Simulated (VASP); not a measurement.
A run of VASP 6.6.1 is set up as follows.

INCAR

```
SYSTEM = Hg3Pt
ALGO = Normal
EDIFF = 1E-7
ENCUT = 520
GGA = PE
ISIF = 2
ISMEAR = -1
LASPH = .TRUE.
LCHARG = .TRUE.
LELF = .TRUE.
LREAL = .FALSE.
LVHAR = .TRUE.
LWAVE = .FALSE.
NBANDS = 31
NELM = 60
PREC = Accurate
SIGMA = 0.05
```

Contents of KPOINTS:

```
k-points
0
G
  6 6 6
  0 0 0
```

The input POSCAR:

```
Hg3Pt
1.0
    4.3442210000      0.0000000000      0.0000000000
    0.0000000000      4.3442210000      0.0000000000
    0.0000000000      0.0000000000      4.3442210000
Hg Pt
3 1
Direct
    0.5000000000      0.5000000000      0.0000000000
    0.5000000000      0.0000000000      0.5000000000
    0.0000000000      0.5000000000      0.5000000000
    0.0000000000      0.0000000000      0.0000000000
```

Potentials or basis: VASP PAW PBE potentials, release 64 (Hg, Pt).

The run is started by

```console
$ cat potpaw_PBE.64/Hg/POTCAR potpaw_PBE.64/Pt/POTCAR > POTCAR
$ mpirun -np 1 vasp_std > vasp.out
```

Problem. Estimate the pressure.

Solution. -0.8 GPa.

Problem. What does it give for the band gap on the k mesh?

Solution. Zero (bands 23 and 24 overlap by 2.72 eV).

Caveat: spin-orbit coupling is left out, which moves the levels of the heavy elements.
